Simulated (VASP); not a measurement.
The system is ZnCu.

```
Zn Cu
1.0
     2.96523    0.00000    0.00000
     0.00000    2.96523    0.00000
     0.00000    0.00000    2.96523
Zn Cu
1 1
Cartesian
  1.4826 1.4826 1.4826
  0.0000 0.0000 0.0000
```

Base run:

| Item | Value |
| --- | --- |
| Program | VASP 6.6.1 |
| Functional | PBEsol |
| Potentials or basis | VASP PAW PBE potentials, release 64 (Zn, Cu) |
| Cutoff | 520 eV |
| k mesh | 12 × 12 × 12 |
| Occupations | gaussian, width 0.05 eV |
| Spin | no spin polarisation |

Its results: band gap on the k mesh zero (an odd number of electrons rules out a gap without spin polarisation); pressure -6.1 GPa.

Task: The run is repeated on the same cell with these changes: functional from PBEsol to PBE; further incar settings from ALGO = Fast; EDIFF = 1e-07; NBANDS = 18 to ALGO = Fast; EDIFF = 1e-06; NBANDS = 18. What comes out?

Result: Band gap on the k mesh zero (an odd number of electrons rules out a gap without spin polarisation); pressure 0.8 GPa.

Caveats: the cell stands under tension (at least some runs); the PAW data sets were made with another functional, which shifts forces and pressure a little (at least some runs).
